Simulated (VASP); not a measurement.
# BaTiO3 (Amm2) in VASP: single point with r2SCAN

Aim: the single point of BaTiO3 with r2SCAN.

Program: VASP 6.6.1. These are calculated values, not measurements. Logs are shortened: lines on timing, memory, paths and dates and some standing lists are left out, and cuts for length are marked.

### 1 The cell of the first run

The structure is orthorhombic, space group Amm2 (No. 38). The conventional cell has a = 4.015 Å, b = 5.720 Å, c = 5.740 Å, α = 90.00°, β = 90.00°, γ = 90.00°. Ba (site symmetry mm2) has 12 O at 2.81 to 2.93 Å and 8 Ti at 3.42 to 3.58 Å within 3.7 Å. Ti (site symmetry mm2) has 6 O at 1.93 to 2.13 Å within 2.6 Å. Within 3.0 Å of O (site symmetry mm2) lie 2 Ti at 2.01 Å and 4 Ba at 2.81 to 2.93 Å and 8 O at 2.84 to 2.86 Å. O (site symmetry m) has 2 Ti at 1.93 to 2.13 Å within 2.6 Å. O (site symmetry m) has 2 Ti at 1.93 to 2.13 Å within 2.6 Å.

### 2 Single point, r2SCAN

File POSCAR:

```
BaTiO3
1.0
    4.0149015000      2.8601183300     -2.8702493300
    4.0149015000     -2.8601183300      2.8702493300
    0.0000000000     -2.8601183300     -2.8702493300
Ba Ti O
2 2 6
Direct
    0.0000000000      0.0000000000      0.0000000000
    0.5000000000      0.5000000000      0.0000000000
    0.9915000000      0.5085000000      0.4830000000
    0.4915000000      0.0085000000      0.4830000000
    0.7555000000      0.2445000000      0.5110000000
    0.2555000000      0.7445000000      0.5110000000
    0.7538350000      0.7461650000      0.4954700000
    0.2538350000      0.2461650000      0.4954700000
    0.9977350000      0.5022650000      0.0076700000
    0.4977350000      0.0022650000      0.0076700000
```

File INCAR.step1:

```
SYSTEM = BaTiO3
PREC     = Accurate       ! precision mode
ENCUT    = 520            ! plane-wave cutoff, eV
ISMEAR   = 1              ! smearing method
SIGMA    = 0.0104         ! smearing width, eV
LREAL    = .FALSE.        ! projectors in reciprocal space
LASPH    = .TRUE.         ! aspherical terms in the spheres
NELM     = 80             ! most SCF steps
NBANDS   = 51             ! bands
GGA      = PE             ! functional
ALGO     = Normal         ! electronic algorithm
EDIFF    = 1E-4           ! SCF threshold, eV
LWAVE    = .TRUE.         ! write WAVECAR
LCHARG   = .FALSE.        ! write CHGCAR
```

File INCAR.step2:

```
SYSTEM = BaTiO3
PREC     = Accurate       ! precision mode
ENCUT    = 520            ! plane-wave cutoff, eV
EDIFF    = 1E-7           ! SCF threshold, eV
ISMEAR   = 1              ! smearing method
SIGMA    = 0.0104         ! smearing width, eV
LREAL    = .FALSE.        ! projectors in reciprocal space
LASPH    = .TRUE.         ! aspherical terms in the spheres
NELM     = 80             ! most SCF steps
ALGO     = Normal         ! electronic algorithm
ISIF     = 2              ! what is computed and relaxed
LWAVE    = .FALSE.        ! write WAVECAR
LCHARG   = .TRUE.         ! write CHGCAR
METAGGA  = R2SCAN         ! meta-GGA
LMIXTAU  = .TRUE.       
LELF     = .TRUE.         ! ELF
LVHAR    = .TRUE.       
NBANDS   = 51             ! bands
ISTART   = 1
```

File KPOINTS:

```
regular mesh
0
G
  5 5 6
  0 0 0
```

Potentials or basis: VASP PAW PBE potentials, release 64 (Ba_sv, Ti_sv, O).

Run with:

```console
> cat potpaw_PBE.64/Ba_sv/POTCAR potpaw_PBE.64/Ti_sv/POTCAR potpaw_PBE.64/O/POTCAR > POTCAR
> cp INCAR.step1 INCAR
> mpirun -np 1 vasp_std > vasp.out
> cp INCAR.step2 INCAR
> mpirun -np 1 vasp_std > vasp.out
```

OUTCAR:

```text
SYSTEM = BaTiO3
   PREC = Accurate
   ENCUT = 520
   EDIFF = 1E-7
   ISMEAR = 1
   LREAL = .FALSE.
   LASPH = .TRUE.
   NELM = 80
   ISIF = 2
   METAGGA = R2SCAN
   ISTART = 1

 ion  position               nearest neighbor table
   1  0.000  0.000  0.000-   5 2.81   7 2.84   8 2.84   9 2.84  10 2.84   6 2.86   5 2.86   9 2.87
                             7 2.87   8 2.87  10 2.87   6 2.93   4 3.42   3 3.42   4 3.50   3 3.50
   2  0.500  0.500  0.000-   6 2.81   7 2.84   8 2.84   9 2.84  10 2.84   5 2.86   6 2.86  10 2.87
                             7 2.87   8 2.87   9 2.87   5 2.93   4 3.42   3 3.42   3 3.50   4 3.50
   3  0.992  0.508  0.483-   9 1.93   7 1.93   5 2.01   6 2.01   9 2.13   8 2.13   2 3.42   1 3.42
                             2 3.50   1 3.50   2 3.50   1 3.50   1 3.58   2 3.58
   4  0.492  0.008  0.483-  10 1.93   8 1.93   5 2.01   6 2.01  10 2.13   7 2.13   2 3.42   1 3.42
                             1 3.50   2 3.50   2 3.50   1 3.50   2 3.58   1 3.58
   5  0.755  0.245  0.511-   3 2.01   4 2.01   1 2.81   2 2.86   1 2.86   2 2.93
   6  0.255  0.745  0.511-   3 2.01   4 2.01   2 2.81   1 2.86   2 2.86   1 2.93
   7  0.754  0.746  0.495-   3 1.93   4 2.13   1 2.84   2 2.84   1 2.87   2 2.87
   8  0.254  0.246  0.495-   4 1.93   3 2.13   1 2.84   2 2.84   1 2.87   2 2.87
   9  0.998  0.502  0.008-   3 1.93   3 2.13   1 2.84   2 2.84   2 2.87   1 2.87
  10  0.498  0.002  0.008-   4 1.93   4 2.13   1 2.84   2 2.84   1 2.87   2 2.87

  LATTYP: Found a base centered monoclinic cell.
 ALAT       =     8.1039763272
 B/A-ratio  =     0.9908472922
 C/A-ratio  =     0.5000000000
 COS(beta)  =    -0.0035358877

  Lattice vectors:

 A1 = (   4.0149015000,  -2.8601183300,   2.8702493300)
 A2 = (  -4.0149015000,  -2.8601183300,   2.8702493300)
 A3 = (   0.0000000000,  -2.8601183300,  -2.8702493300)

Analysis of symmetry for initial positions (statically):
=====================================================================
 Subroutine PRICEL returns following result:

  LATTYP: Found a base centered orthorhombic cell.
 ALAT       =     5.7202366600
 B/A-ratio  =     1.0035421611
 C/A-ratio  =     0.7018768171

  Lattice vectors:

 A1 = (   0.0000000000,  -2.8601183300,   2.8702493300)
 A2 = (   0.0000000000,  -2.8601183300,  -2.8702493300)
 A3 = (   4.0149015000,   0.0000000000,   0.0000000000)

   2 primitive cells build up your supercell.

 Routine SETGRP: Setting up the symmetry group for a
 base centered monoclinic supercell.

 Subroutine GETGRP returns: Found  2 space group operations
 (whereof  2 operations were pure point group operations)
 out of a pool of  4 trial point group operations.

The static configuration has the point symmetry C_1h.

Analysis of symmetry for dynamics (positions and initial velocities):
=====================================================================
 Subroutine PRICEL returns following result:

  LATTYP: Found a base centered orthorhombic cell.
 ALAT       =     5.7202366600
 B/A-ratio  =     1.0035421611
 C/A-ratio  =     0.7018768171

  Lattice vectors:

 A1 = (   0.0000000000,  -2.8601183300,   2.8702493300)
 A2 = (   0.0000000000,  -2.8601183300,  -2.8702493300)
 A3 = (   4.0149015000,   0.0000000000,   0.0000000000)

   2 primitive cells build up your supercell.

 Routine SETGRP: Setting up the symmetry group for a
 base centered monoclinic supercell.

 Subroutine GETGRP returns: Found  2 space group operations
 (whereof  2 operations were pure point group operations)
 out of a pool of  4 trial point group operations.

The dynamic configuration has the point symmetry C_1h.

 Subroutine INISYM returns: Found  2 space group operations
 (whereof  2 operations are pure point group operations),
 and found     2 'primitive' translations

----------------------------------------------------------------------------------------

                                     Primitive cell

  volume of cell :      65.9187

  direct lattice vectors                    reciprocal lattice vectors
     0.000000000 -2.860118330  2.870249330     0.000000000 -0.174817942  0.174200894
     0.000000000 -2.860118330 -2.870249330     0.000000000 -0.174817942 -0.174200894
     4.014901500  0.000000000  0.000000000     0.249072113  0.000000000  0.000000000

  length of vectors
     4.051988164  4.051988164  4.014901500     0.246793971  0.246793971  0.249072113

  position of ions in fractional coordinates (direct lattice)
     0.000000000  0.000000000  0.000000000
     0.517000000  0.483000000  0.500000000
     0.489000000  0.511000000  1.000000000
     0.992330000  0.495470000  0.500000000
     0.504530000  0.007670000  0.500000000

  ion indices of the primitive-cell ions
   primitive index   ion index
                 1           1
                 2           3
                 3           5
                 4           7
                 5           9

----------------------------------------------------------------------------------------

 KPOINTS: regular mesh

Automatic generation of k-mesh.
 Grid dimensions read from file:
 generate k-points for:    5    5    6

 Generating k-lattice:

  Cartesian coordinates                     Fractional coordinates (reciprocal lattice)
     0.024907211  0.017481794 -0.017420089     0.200000000 -0.000000000 -0.000000000
     0.024907211 -0.017481794  0.017420089    -0.000000000  0.200000000  0.000000000
     0.000000000 -0.029136324 -0.029033482    -0.000000000  0.000000000  0.166666667

  Length of vectors
     0.035063397  0.035063397  0.041132329

  Shift w.r.t. Gamma in fractional coordinates (k-lattice)
     0.000000000  0.000000000  0.000000000

 Subroutine IBZKPT returns following result:
 ===========================================

 Found     48 irreducible k-points:

 Following reciprocal coordinates:
            Coordinates               Weight
  0.000000  0.000000  0.000000      1.000000
  0.200000  0.000000 -0.000000      4.000000
  0.400000 -0.000000 -0.000000      4.000000
  0.200000  0.200000  0.000000      2.000000
  0.400000  0.200000  0.000000      4.000000
 -0.400000  0.200000  0.000000      4.000000
[... 16 lines left out ...]
  0.400000 -0.400000  0.166667      2.000000
  0.200000 -0.200000  0.166667      2.000000
 [... further k-points ...]
   k-points           NKPTS =     48   k-points in BZ     NKDIM =     48   number of bands    NBANDS=     51
   number of dos      NEDOS =    301   number of ions     NIONS =     10
   total plane-waves  NPLWV =  52920
   dimension x,y,z NGX =    42 NGY =   42 NGZ =   30
   dimension x,y,z NGXF=    84 NGYF=   84 NGZF=   60
   ions per type =               2   2   6
   NGX,Y,Z   is equivalent  to a cutoff of  12.24, 12.24, 12.31 a.u.
   NGXF,Y,Z  is equivalent  to a cutoff of  24.48, 24.48, 24.62 a.u.
 SYSTEM =  BaTiO3
   PREC   = accura    normal or accurate (medium, high low for compatibility)
   ISTART =      1    job   : 0-new  1-cont  2-samecut
   ICHARG =      0    charge: 1-file 2-atom 10-const
   ISPIN  =      1    spin polarized calculation?
   LNONCOLLINEAR =      F non collinear calculations
   LSORBIT =      F    spin-orbit coupling
   LASPH  =      T    aspherical Exc in radial PAW
   ENCUT  =  520.0 eV  38.22 Ry    6.18 a.u.  10.61 10.61  7.53*2*pi/ulx,y,z
   NELM   =     80;   NELMIN=  2; NELMDL=  0     # of ELM steps
   EDIFF  = 0.1E-06   stopping-criterion for ELM
   LREAL  =      F    real-space projection
   EDIFFG = 0.1E-05   stopping-criterion for IOM
   NSW    =      0    number of steps for IOM
   IBRION =     -1    ionic relax: 0-MD 1-quasi-New 2-CG
   NFREE  =      0    steps in history (QN), initial steepest desc. (CG)
   ISIF   =      2    stress and relaxation
   ISYM   =      2    0-nonsym 1-usesym 2-fastsym
   POTIM  = 0.5000    time-step for ionic-motion
   TEBEG  =    0.0;   TEEND  =   0.0 temperature during run
   PSTRESS=    0.0 pullay stress
   NELECT =      80.0000    total number of electrons
   NUPDOWN=      -1.0000    fix difference up-down
   EMIN   =  10.00;   EMAX   =-10.00  energy-range for DOS
   EFERMI =   0.00;   METHOD = LEGACY
   ISMEAR =     1;   SIGMA  =   0.01  broadening in eV -4-tet -1-fermi 0-gaus
   EFERMI_NEDOS =   21; number of points for ismear=-14 and -15
   IALGO  =     38    algorithm
   IMIX   =      4    mixing-type and parameters
     AMIX     =   0.40;   BMIX     =  1.00
     AMIX_MAG =   1.60;   BMIX_MAG =  1.00
  volume/ion in A,a.u.               =      13.18        88.97
  Fermi-wavevector in a.u.,A,eV,Ry     =   1.385985  2.619133 26.136187  1.920956
  Thomas-Fermi vector in A             =   2.510344
   LORBIT       =      0    0 simple, 1 ext, 2 COOP (PROOUT), +10 PAW based schemes
   METAGGA = R2SCAN    functional components
   LHFCALC =     F    Hartree Fock is set to
   AEXX    =    0.0000 exact exchange contribution
   IVDW    =     0    specifies the selected vdW correction
   LEPSILON=     F    determine dielectric tensor
   LRPA    =     F    only Hartree local field effects (RPA)
 non-spin polarized calculation
 Methfessel and Paxton  Order N= 1 SIGMA  =   0.01
  energy-cutoff  :      520.00
  volume of cell :      131.84
 maximum number of plane-waves:      3570
   NGX = 21   NGY = 21   NGZ = 15

 number of electron      80.0000024 magnetization

 Free energy of the ion-electron system (eV)
  ---------------------------------------------------
  ext. energy  EPLUGINS =         0.00000000
  ---------------------------------------------------
  free energy    TOTEN  =      -148.46629823 eV

  energy without entropy =     -148.46630586  energy(sigma->0) =     -148.46630077

 E-fermi :   3.3273     XC(G=0): -11.7559

 val. band max:        3.3194046103   @ k =  -0.0000   0.0000   0.5000
 cond. band min:       5.5566182722   @ k =   0.0000   0.0000   0.0000
 fundamental gap:      2.2372136619
 Fermi energy:         3.3272612244

 k-point     1 :       0.0000    0.0000    0.0000
  band No.  band energies     occupation
      1     -55.5652      2.00000
      2     -55.5632      2.00000
      3     -30.7767      2.00000
      4     -30.7590      2.00000
      5     -30.7308      2.00000
      6     -30.7300      2.00000
[... 43 lines left out ...]
     50       8.8150      0.00000
     51       8.9231      0.00000

 k-point     2 :       0.2000    0.0000   -0.0000
  band No.  band energies     occupation
      1     -55.5650      2.00000
      2     -55.5634      2.00000
      3     -30.7724      2.00000
      4     -30.7542      2.00000
      5     -30.7353      2.00000
      6     -30.7297      2.00000
[... 1180 lines left out ...]
 k-point    24 :       0.2000   -0.2000    0.1667
  band No.  band energies     occupation
      1     -55.5646      2.00000
      2     -55.5633      2.00000
      3     -30.7598      2.00000
      4     -30.7594      2.00000
      5     -30.7472      2.00000
      6     -30.7416      2.00000
[... 43 lines left out ...]
     50       9.8483      0.00000
     51      10.1510      0.00000

 [... further k-points ...]

------------------------ aborting loop because EDIFF is reached ----------------------------------------

  FORCE on cell =-STRESS in cart. coord.  units (eV):
  Direction    XX          YY          ZZ          XY          YZ          ZX
  --------------------------------------------------------------------------------------
  -------------------------------------------------------------------------------------
  Total       -2.2634926     -2.1100499     -2.5320266      0.0000000      0.0059128      0.0000000
  in kB      -27.5075015    -25.6427616    -30.7709091      0.0000000      0.0718560      0.0000000
  external PRESSURE =     -27.9737241 kB  Pullay stress =       0.0000000 kB

 VOLUME and BASIS-vectors are now :
 -----------------------------------------------------------------------------
  energy-cutoff  :      520.00
  volume of cell :      131.84
      direct lattice vectors                 reciprocal lattice vectors
     4.014901500  2.860118330 -2.870249330     0.124536056  0.087408971 -0.087100447
     4.014901500 -2.860118330  2.870249330     0.124536056 -0.087408971  0.087100447
     0.000000000 -2.860118330 -2.870249330     0.000000000 -0.174817942 -0.174200894

 POSITION                                       TOTAL-FORCE (eV/Angst)
 -----------------------------------------------------------------------------------
      0.00000      0.00000      0.00000         0.000000     -0.000823      0.264025
      4.01490      0.00000      0.00000         0.000000     -0.000823      0.264025
      6.02235      0.00000     -2.77266         0.000000      0.000539      0.154270
      2.00745      0.00000     -2.77266         0.000000      0.000539      0.154270
      4.01490     -0.00000     -2.93339         0.000000      0.000686      0.272533
      4.01490     -2.86012     -0.06315         0.000000      0.000686      0.272533
      6.02235     -1.39517     -1.44414         0.000000      0.154379     -0.345513
      2.00745     -1.39517     -1.44414         0.000000      0.154379     -0.345513
      6.02235      1.39517     -1.44414         0.000000     -0.154781     -0.345316
      2.00745      1.39517     -1.44414         0.000000     -0.154781     -0.345316
 -----------------------------------------------------------------------------------
    total drift:                                0.000001     -0.005040      0.000881

  FREE ENERGIE OF THE ION-ELECTRON SYSTEM (eV)
  ---------------------------------------------------
  free  energy   TOTEN  =      -148.4662982263 eV

  energy  without entropy=     -148.4663058600  energy(sigma->0) =     -148.46630077
```

It took 13 min on 1 thread of Intel Xeon Platinum 8488C (Sapphire Rapids), shared host; peak memory 0.42 GiB.

Results:

| Quantity | Value |
| --- | --- |
| Free energy | -148.4663 eV |
| Pressure | -2.8 GPa |
| Largest force | 0.378 eV/Å |
| Band gap on the k mesh | 2.24 eV |

Forces on the atoms (eV/Å):
```
Ba   0.000 -0.001  0.264
Ba   0.000 -0.001  0.264
Ti   0.000  0.001  0.154
Ti   0.000  0.001  0.154
O    0.000  0.001  0.273
O    0.000  0.001  0.273
O    0.000  0.154 -0.346
O    0.000  0.154 -0.346
O    0.000 -0.155 -0.345
O    0.000 -0.155 -0.345
```

Caveat: the PAW data sets were made with another functional, which shifts forces and pressure a little; spin-orbit coupling is left out, which moves the levels of the heavy elements.
